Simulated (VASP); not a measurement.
# Si3NiO8 (a cell with a defect) in VASP: a series of runs

Runs on Si3NiO8 (a cell with a defect). Level: r2SCAN. Tasks: single point.

All numbers are computed with VASP 6.6.1; they aren't measurements. Logs are shortened: lines on timing, memory, paths and dates and some standing lists are left out, and cuts for length are marked.

## (1) The cell of the first run

The cell holds a defect, 12 atoms: a = 4.599 Å, b = 4.599 Å, c = 6.130 Å, α = 90.00°, β = 90.00°, γ = 90.00°.

## (2) Single point, r2SCAN, collinear spin, ferromagnetic start

Input file POSCAR:

```
Si3NiO8
1.0
    4.5990000000      0.0000000000      0.0000000000
    0.0000000000      4.5990000000      0.0000000000
    0.0000000000      0.0000000000      6.1300000000
Si Ni O
3 1 8
Direct
    0.3396000000      0.3396000000      0.0000000000
    0.1604000000      0.8396000000      0.2500000000
    0.6604000000      0.6604000000      0.5000000000
    0.8396000000      0.1604000000      0.7500000000
    0.2238000000      0.1800000000      0.2164000000
    0.3200000000      0.7238000000      0.4664000000
    0.7762000000      0.8200000000      0.7164000000
    0.6800000000      0.2762000000      0.9664000000
    0.7238000000      0.3200000000      0.5336000000
    0.8200000000      0.7762000000      0.2836000000
    0.2762000000      0.6800000000      0.0336000000
    0.1800000000      0.2238000000      0.7836000000
```

Input file INCAR.step1:

```
  ALGO = Normal
  EDIFF = 1E-4
  ENCUT = 520
  GGA = PE
  ISMEAR = -1
  ISPIN = 2
  LASPH = T
  LCHARG = F
  LMAXMIX = 4
  LREAL = F
  LWAVE = T
  MAGMOM = 0 0 0 3.29 0 0 0 0 0 0 0 0
  NBANDS = 51
  NELM = 150
  NUPDOWN = 3.29
  PREC = Accurate
  SIGMA = 0.05
```

Input file INCAR.step2:

```
  ALGO = Normal
  EDIFF = 1E-6
  ENCUT = 520
  ISIF = 2
  ISMEAR = -1
  ISPIN = 2
  ISTART = 1
  LASPH = T
  LCHARG = F
  LMAXMIX = 4
  LMIXTAU = T
  LORBIT = 11
  LREAL = F
  LWAVE = F
  MAGMOM = 0 0 0 3.29 0 0 0 0 0 0 0 0
  METAGGA = R2SCAN
  NBANDS = 51
  NELM = 150
  NUPDOWN = 3.29
  PREC = Accurate
  SIGMA = 0.05
```

Input file KPOINTS:

```
k-points
0
Gamma
  3 3 2
```

Potentials or basis: VASP PAW PBE potentials, release 64 (Si, Ni, O).

Launch:

```bash
> cat potpaw_PBE.64/Si/POTCAR potpaw_PBE.64/Ni/POTCAR potpaw_PBE.64/O/POTCAR > POTCAR
> cp INCAR.step1 INCAR
> mpirun -np 1 vasp_std > vasp.out
> cp INCAR.step2 INCAR
> mpirun -np 1 vasp_std > vasp.out
```

OUTCAR:

```text
EDIFF = 1E-6
   ENCUT = 520
   ISIF = 2
   ISMEAR = -1
   ISPIN = 2
   ISTART = 1
   LASPH = T
   LORBIT = 11
   LREAL = F
   METAGGA = R2SCAN
   NELM = 150
   NUPDOWN = 3.29
   PREC = Accurate

 ion  position               nearest neighbor table
   1  0.340  0.340  0.000-   8 1.61  11 1.61   5 1.61  12 1.61   2 2.88   4 2.88   2 2.88   4 2.88

   2  0.160  0.840  0.250-   5 1.61  10 1.61   6 1.61  11 1.61   1 2.88   3 2.88   1 2.88   3 2.88

   3  0.660  0.660  0.500-   6 1.61   9 1.61   7 1.61  10 1.61   2 2.88   4 2.88   4 2.88   2 2.88

   4  0.840  0.160  0.750-   7 1.61  12 1.61   9 1.61   8 1.61   1 2.88   3 2.88   3 2.88   1 2.88

   5  0.224  0.180  0.216-   2 1.61   1 1.61
   6  0.320  0.724  0.466-   3 1.61   2 1.61
   7  0.776  0.820  0.716-   4 1.61   3 1.61
   8  0.680  0.276  0.966-   1 1.61   4 1.61
   9  0.724  0.320  0.534-   3 1.61   4 1.61
  10  0.820  0.776  0.284-   2 1.61   3 1.61
  11  0.276  0.680  0.034-   1 1.61   2 1.61
  12  0.180  0.224  0.784-   4 1.61   1 1.61

  LATTYP: Found a simple tetragonal cell.
 ALAT       =     4.5990000000
 C/A-ratio  =     1.3328984562

  Lattice vectors:

 A1 = (   4.5990000000,   0.0000000000,   0.0000000000)
 A2 = (   0.0000000000,   4.5990000000,   0.0000000000)
 A3 = (   0.0000000000,   0.0000000000,   6.1300000000)

Analysis of symmetry for initial positions (statically):
=====================================================================
 Subroutine PRICEL returns:
 Original cell was already a primitive cell.

 Routine SETGRP: Setting up the symmetry group for a
 simple tetragonal supercell.

 Subroutine GETGRP returns: Found  2 space group operations
 (whereof  1 operations were pure point group operations)
 out of a pool of 16 trial point group operations.

The static configuration has the point symmetry C_1 .
 The point group associated with its full space group is C_2 .

Analysis of symmetry for dynamics (positions and initial velocities):
=====================================================================
 Subroutine PRICEL returns:
 Original cell was already a primitive cell.

 Routine SETGRP: Setting up the symmetry group for a
 simple tetragonal supercell.

 Subroutine GETGRP returns: Found  2 space group operations
 (whereof  1 operations were pure point group operations)
 out of a pool of 16 trial point group operations.

The dynamic configuration has the point symmetry C_1 .
 The point group associated with its full space group is C_2 .

Analysis of structural, dynamic, and magnetic symmetry:
=====================================================================
 Subroutine PRICEL returns:
 Original cell was already a primitive cell.

 Routine SETGRP: Setting up the symmetry group for a
 simple tetragonal supercell.

 Subroutine GETGRP returns: Found  2 space group operations
 (whereof  1 operations were pure point group operations)
 out of a pool of 16 trial point group operations.

The overall configuration has the point symmetry C_1 .
 The point group associated with its full space group is C_2 .

 Subroutine INISYM returns: Found  2 space group operations
 (whereof  1 operations are pure point group operations),
 and found     1 'primitive' translations

----------------------------------------------------------------------------------------

                                     Primitive cell

  volume of cell :     129.6544

  direct lattice vectors                    reciprocal lattice vectors
     4.599000000  0.000000000  0.000000000     0.217438574  0.000000000  0.000000000
     0.000000000  4.599000000  0.000000000     0.000000000  0.217438574  0.000000000
     0.000000000  0.000000000  6.130000000     0.000000000  0.000000000  0.163132137

[... 75 lines left out ...]
   NGXF,Y,Z  is equivalent  to a cutoff of  26.03, 26.03, 26.04 a.u.
 SYSTEM =  unknown system
   PREC   = accura    normal or accurate (medium, high low for compatibility)
   ISTART =      1    job   : 0-new  1-cont  2-samecut
   ICHARG =      0    charge: 1-file 2-atom 10-const
   ISPIN  =      2    spin polarized calculation?
   LNONCOLLINEAR =      F non collinear calculations
   LSORBIT =      F    spin-orbit coupling
   LASPH  =      T    aspherical Exc in radial PAW
   ENCUT  =  520.0 eV  38.22 Ry    6.18 a.u.   8.55  8.55 11.40*2*pi/ulx,y,z
   NELM   =    150;   NELMIN=  2; NELMDL=  0     # of ELM steps
   EDIFF  = 0.1E-05   stopping-criterion for ELM
   LREAL  =      F    real-space projection
   EDIFFG = 0.1E-04   stopping-criterion for IOM
   NSW    =      0    number of steps for IOM
   IBRION =     -1    ionic relax: 0-MD 1-quasi-New 2-CG
   NFREE  =      0    steps in history (QN), initial steepest desc. (CG)
   ISIF   =      2    stress and relaxation
   ISYM   =      2    0-nonsym 1-usesym 2-fastsym
   POTIM  = 0.5000    time-step for ionic-motion
   TEBEG  =    0.0;   TEEND  =   0.0 temperature during run
   PSTRESS=    0.0 pullay stress
   NELECT =      70.0000    total number of electrons
   NUPDOWN=       3.2900    fix difference up-down
   EMIN   =  10.00;   EMAX   =-10.00  energy-range for DOS
   EFERMI =   0.00;   METHOD = LEGACY
   ISMEAR =    -1;   SIGMA  =   0.05  broadening in eV -4-tet -1-fermi 0-gaus
   EFERMI_NEDOS =   21; number of points for ismear=-14 and -15
   IALGO  =     38    algorithm
   IMIX   =      4    mixing-type and parameters
     AMIX     =   0.40;   BMIX     =  1.00
     AMIX_MAG =   1.60;   BMIX_MAG =  1.00
  volume/ion in A,a.u.               =      10.80        72.91
  Fermi-wavevector in a.u.,A,eV,Ry     =   1.333046  2.519091 24.177705  1.777011
  Thomas-Fermi vector in A             =   2.461934
   LORBIT       =     11    0 simple, 1 ext, 2 COOP (PROOUT), +10 PAW based schemes
   METAGGA = R2SCAN    functional components
   LHFCALC =     F    Hartree Fock is set to
   AEXX    =    0.0000 exact exchange contribution
   IVDW    =     0    specifies the selected vdW correction
   LEPSILON=     F    determine dielectric tensor
   LRPA    =     F    only Hartree local field effects (RPA)
 spin polarized calculation
  energy-cutoff  :      520.00
  volume of cell :      129.65
 maximum number of plane-waves:      3519
 NGX is ok and might be reduce to    36
   NGX = 17   NGY = 17   NGZ = 23

 number of electron      70.0000038 magnetization       3.2900000

 Free energy of the ion-electron system (eV)
  ---------------------------------------------------
  ext. energy  EPLUGINS =         0.00000000
  ---------------------------------------------------
  free energy    TOTEN  =      -110.35188797 eV

  energy without entropy =     -110.29909763  energy(sigma->0) =     -110.32549280

 E-fermi :   3.2229     XC(G=0): -10.7908

 val. band max:        3.1976726075   @ k =  -0.3333   0.3333   0.0000
 cond. band min:       3.1772999907   @ k =  -0.3333   0.3333   0.0000
 fundamental gap:     -0.0203726169
 Fermi energy:         3.1641488880

 spin component 1

 k-point     1 :       0.0000    0.0000    0.0000
  band No.  band energies     occupation
      1     -18.9301      1.00000
      2     -17.9285      1.00000
      3     -17.5660      1.00000
      4     -16.7737      1.00000
      5     -16.7042      1.00000
      6     -16.6603      1.00000
[... 389 lines left out ...]
     46      14.7331      0.00000
     47      14.7401      0.00000
 Fermi energy:         3.2228539848

 spin component 2

 k-point     1 :       0.0000    0.0000    0.0000
  band No.  band energies     occupation
      1     -18.7935      1.00000
      2     -17.6944      1.00000
      3     -17.1225      1.00000
      4     -16.6255      1.00000
      5     -16.5868      1.00000
      6     -16.3393      1.00000
[... 389 lines left out ...]
     46      14.8973      0.00000
     47      14.9344      0.00000
 [bands above 47 left out]

------------------------ aborting loop because EDIFF is reached ----------------------------------------

  FORCE on cell =-STRESS in cart. coord.  units (eV):
  Direction    XX          YY          ZZ          XY          YZ          ZX
  --------------------------------------------------------------------------------------
  -------------------------------------------------------------------------------------
  Total       22.0570943     22.0570943     22.8715243      0.3580535      0.9143623      0.9144996
  in kB      272.5659427    272.5659427    282.6300915      4.4245719     11.2990413     11.3007376
  external PRESSURE =     275.9206590 kB  Pullay stress =       0.0000000 kB

 VOLUME and BASIS-vectors are now :
 -----------------------------------------------------------------------------
  energy-cutoff  :      520.00
  volume of cell :      129.65
      direct lattice vectors                 reciprocal lattice vectors
     4.599000000  0.000000000  0.000000000     0.217438574  0.000000000  0.000000000
     0.000000000  4.599000000  0.000000000     0.000000000  0.217438574  0.000000000
     0.000000000  0.000000000  6.130000000     0.000000000  0.000000000  0.163132137

 POSITION                                       TOTAL-FORCE (eV/Angst)
 -----------------------------------------------------------------------------------
      1.56182      1.56182      0.00000        -0.227124      0.351494      0.076521
      0.73768      3.86132      1.53250        -0.137577      0.137577      0.000000
      3.03718      3.03718      3.06500        -0.351494      0.227124     -0.076521
      3.86132      0.73768      4.59750         0.226817     -0.226817      0.000000
      1.02926      0.82782      1.32653        -0.115683     -0.045688      0.215707
      1.47168      3.32876      2.85903        -0.020607     -0.109920      0.128239
      3.56974      3.77118      4.39153        -0.933493     -5.956006     -0.444849
      3.12732      1.27024      5.92403        -2.381087      2.171366      5.095357
      3.32876      1.47168      3.27097        -2.171366      2.381087     -5.095357
      3.77118      3.56974      1.73847         0.045688      0.115683     -0.215707
      1.27024      3.12732      0.20597         0.109920      0.020607     -0.128239
      0.82782      1.02926      4.80347         5.956006      0.933493      0.444849
 -----------------------------------------------------------------------------------
    total drift:                               -0.000936      0.000936     -0.000000

  FREE ENERGIE OF THE ION-ELECTRON SYSTEM (eV)
  ---------------------------------------------------
  free  energy   TOTEN  =      -110.3518879727 eV

  energy  without entropy=     -110.2990976313  energy(sigma->0) =     -110.32549280

 total charge

# of ion       s       p       d       tot
------------------------------------------
    1        0.664   1.052   0.000   1.716
    2        0.655   1.041   0.000   1.696
    3        0.664   1.052   0.000   1.716
    4        0.736   1.301   8.485  10.523
    5        1.566   3.723   0.000   5.289
    6        1.566   3.724   0.000   5.290
    7        1.585   3.624   0.000   5.209
    8        1.585   3.619   0.000   5.204
    9        1.585   3.619   0.000   5.204
   10        1.566   3.723   0.000   5.289
   11        1.566   3.724   0.000   5.290
   12        1.585   3.624   0.000   5.209
--------------------------------------------------
tot         15.323  33.827   8.485  57.636

 magnetization (x)

# of ion       s       p       d       tot
------------------------------------------
    1        0.003   0.010   0.000   0.013
    2        0.000   0.001   0.000   0.001
    3        0.003   0.010   0.000   0.013
    4       -0.004   0.135   1.797   1.928
    5        0.001   0.009   0.000   0.009
    6        0.001   0.009   0.000   0.010
    7        0.012   0.245   0.000   0.258
    8        0.012   0.262   0.000   0.274
    9        0.012   0.262   0.000   0.274
   10        0.001   0.009   0.000   0.009
   11        0.001   0.009   0.000   0.010
   12        0.012   0.245   0.000   0.258
--------------------------------------------------
tot          0.053   1.206   1.797   3.057
```

It took 3.5 min on 1 thread of Intel Xeon 6975P-C (Granite Rapids), shared host; peak memory 0.35 GiB.

What came out:

```
Free energy                                           : -110.3519 eV
Pressure                                              : 27.6 GPa
Largest force                                         : 6.045 eV/Å
Net moment                                            : 3.29 μB per cell
Site moments                                          : Si +0.01, +0.00; Ni +1.93; O +0.01, +0.26, +0.27 μB
Valence electrons inside the program's atomic spheres : Si 1.72, 1.70; Ni 10.52; O 5.29, 5.21, 5.20
```

Forces in eV/Å, atoms in the order of the input:
```
Si  -0.227  0.351  0.077
Si  -0.138  0.138  0.000
Si  -0.351  0.227 -0.077
Ni   0.227 -0.227  0.000
O   -0.116 -0.046  0.216
O   -0.021 -0.110  0.128
O   -0.933 -5.956 -0.445
O   -2.381  2.171  5.095
O   -2.171  2.381 -5.095
O    0.046  0.116 -0.216
O    0.110  0.021 -0.128
O    5.956  0.933  0.445
```

Stress tensor (GPa, compression positive):
```
27.26  0.44  1.13
 0.44 27.26  1.13
 1.13  1.13 28.26
```

Caveat: the k points lie up to 0.51 Å⁻¹ apart; the PAW data sets were made with another functional, which shifts forces and pressure a little; the total moment is fixed, so each spin has its own Fermi level.

## (3) Single point, r2SCAN, collinear spin, ferromagnetic start

POSCAR is that of step 2.

Input file INCAR.step1:

```
ALGO = Normal
EDIFF = 1E-4
ENCUT = 520
GGA = PE
ISMEAR = -1
ISPIN = 2
LASPH = T
LCHARG = F
LMAXMIX = 4
LREAL = F
LWAVE = T
MAGMOM = 0 0 0 2.88 0 0 0 0 0 0 0 0
NBANDS = 51
NELM = 150
NUPDOWN = 2.88
PREC = Accurate
SIGMA = 0.05
```

Input file INCAR.step2:

```
ALGO = Normal
EDIFF = 1E-6
ENCUT = 520
ISIF = 2
ISMEAR = -1
ISPIN = 2
ISTART = 1
LASPH = T
LCHARG = F
LMAXMIX = 4
LMIXTAU = T
LORBIT = 11
LREAL = F
LWAVE = F
MAGMOM = 0 0 0 2.88 0 0 0 0 0 0 0 0
METAGGA = R2SCAN
NBANDS = 51
NELM = 150
NUPDOWN = 2.88
PREC = Accurate
SIGMA = 0.05
```

KPOINTS is that of step 2.

Potentials or basis: VASP PAW PBE potentials, release 64 (Si, Ni, O).

Launch:

```bash
> cat potpaw_PBE.64/Si/POTCAR potpaw_PBE.64/Ni/POTCAR potpaw_PBE.64/O/POTCAR > POTCAR
> cp INCAR.step1 INCAR
> mpirun -np 1 vasp_std > vasp.out
> cp INCAR.step2 INCAR
> mpirun -np 1 vasp_std > vasp.out
```

It took 11 min on 1 thread of Oxide Virtual Turin-like, shared host; peak memory 0.31 GiB.

Results (log left out):

```yaml
Free_energy: -110.3496 eV
Pressure: 27.2 GPa
Largest_force: 5.938 eV/Å
Net_moment: 2.88 μB per cell
Site_moments: Si +0.01, +0.00; Ni +1.75; O +0.00, +0.01, +0.22 μB
Valence_electrons_inside_the_program's_atomic_spheres: Si 1.72, 1.70; Ni 10.52; O 5.29, 5.21, 5.20
```

Forces in eV/Å, atoms in the order of the input:
```
Si  -0.236  0.374  0.036
Si  -0.106  0.106  0.000
Si  -0.374  0.236 -0.036
Ni   0.154 -0.154  0.000
O   -0.099 -0.025  0.202
O   -0.022 -0.095  0.101
O   -0.849 -5.850 -0.558
O   -2.217  2.222  4.956
O   -2.222  2.217 -4.956
O    0.025  0.099 -0.202
O    0.095  0.022 -0.101
O    5.850  0.849  0.558
```

Stress tensor (GPa, compression positive):
```
26.90  0.21  1.51
 0.21 26.90  1.51
 1.51  1.51 27.71
```

Caveat: the k points lie up to 0.51 Å⁻¹ apart; the PAW data sets were made with another functional, which shifts forces and pressure a little; the total moment is fixed, so each spin has its own Fermi level.

## (4) Single point, r2SCAN, collinear spin, ferromagnetic start

POSCAR is that of step 3.

Input file INCAR.step1:

```
ALGO = Normal ; EDIFF = 1E-4
ENCUT = 520 ; GGA = PE
ISMEAR = -1 ; ISPIN = 2
LASPH = T ; LCHARG = F
LMAXMIX = 4 ; LREAL = F
LWAVE = T ; MAGMOM = 0 0 0 0.2 0 0 0 0 0 0 0 0
NBANDS = 51 ; NELM = 150
PREC = Accurate ; SIGMA = 0.05
```

Input file INCAR.step2:

```
ALGO = Normal ; EDIFF = 1E-6
ENCUT = 520 ; ISIF = 2
ISMEAR = -1 ; ISPIN = 2
ISTART = 1 ; LASPH = T
LCHARG = F ; LMAXMIX = 4
LMIXTAU = T ; LORBIT = 11
LREAL = F ; LWAVE = F
MAGMOM = 0 0 0 0.2 0 0 0 0 0 0 0 0 ; METAGGA = R2SCAN
NBANDS = 51 ; NELM = 150
PREC = Accurate ; SIGMA = 0.05
```

KPOINTS is that of step 3.

Launch:

```bash
> cat potpaw_PBE.64/Si/POTCAR potpaw_PBE.64/Ni/POTCAR potpaw_PBE.64/O/POTCAR > POTCAR
> cp INCAR.step1 INCAR
> mpirun -np 1 vasp_std > vasp.out
> cp INCAR.step2 INCAR
> mpirun -np 1 vasp_std > vasp.out
```

It took 13 min on 1 thread of Oxide Virtual Turin-like, shared host; peak memory 0.32 GiB.

It converged, with:

```
Free energy                                           : -110.4105 eV
Pressure                                              : 26.3 GPa
Largest force                                         : 5.637 eV/Å
Band gap on the k mesh                                : zero (filled and empty bands overlap)
Net moment                                            : 2.00 μB per cell
Site moments                                          : Si +0.02, +0.00; Ni +1.35; O -0.00, +0.00, +0.13, +0.12 μB
Valence electrons inside the program's atomic spheres : Si 1.71, 1.70; Ni 10.52; O 5.29, 5.20
```

Forces in eV/Å, atoms in the order of the input:
```
Si  -0.262  0.402 -0.004
Si  -0.058  0.058  0.000
Si  -0.402  0.262  0.004
Ni   0.048 -0.048  0.000
O   -0.053  0.012  0.174
O   -0.020 -0.075  0.071
O   -0.661 -5.547 -0.757
O   -1.846  2.356  4.660
O   -2.356  1.846 -4.660
O   -0.012  0.053 -0.174
O    0.075  0.020 -0.071
O    5.547  0.661  0.757
```

Stress tensor (GPa, compression positive):
```
26.10 -0.43  2.37
-0.43 26.10  2.37
 2.37  2.37 26.67
```

Levels at points of the mesh, in eV from the Fermi level:
Spin up:
| k point | band 34 | band 35 | band 36 | band 37 | band 38 | band 39 |
| --- | --- | --- | --- | --- | --- | --- |
| (0.00, 0.00, 0.00) | -0.73 | -0.26 | -0.25 | 0.07 | 5.74 | 8.57 |
| (0.00, 0.00, 0.50) | -0.60 | -0.50 | -0.24 | -0.05 | 7.11 | 7.56 |
Spin down:
```tsv
k point	band 30	band 31	band 32	band 33	band 34	band 35	band 36	band 37	band 38	band 39
(0.00, 0.00, 0.00)	-2.30	-2.23	-1.43	-0.99	-0.28	1.19	1.62	1.77	5.83	8.65
(0.00, 0.00, 0.50)	-2.65	-2.08	-1.80	-0.94	-0.18	1.05	1.63	1.65	7.18	7.70
```

Caveat: the k points lie up to 0.51 Å⁻¹ apart; the PAW data sets were made with another functional, which shifts forces and pressure a little; semilocal functionals often make such compounds metallic where correlation or magnetic order opens a gap, which also shifts bond lengths. With open d or f shells a metallic result of r2SCAN can be an artefact of self-interaction; +U or a hybrid may open a gap.

## (5) Summary

```csv
fixed moment (μB),pressure (GPa),moment (μB),largest force (eV/Å)
3.29,27.6,3.29,6.05
2.88,27.2,2.88,5.94
-,26.3,2.00,5.64
```

Alike in all rows: task single point; level r2SCAN; potentials or basis VASP PAW PBE potentials, release 64 (Si, Ni, O); spin collinear, ferromagnetic start; cell as given; k mesh 3 × 3 × 2; cutoff (eV) 520; smearing fermi-dirac 0.05 eV.

Caveats: all runs use coarse meshes; the PAW data sets were made with another functional, which shifts forces and pressure a little; the total moment is fixed, so each spin has its own Fermi level (some runs); semilocal functionals often make such compounds metallic where correlation or magnetic order opens a gap, which also shifts bond lengths (some runs).

Total energies depend on the potentials used, so only differences within one code and one set of settings carry meaning.
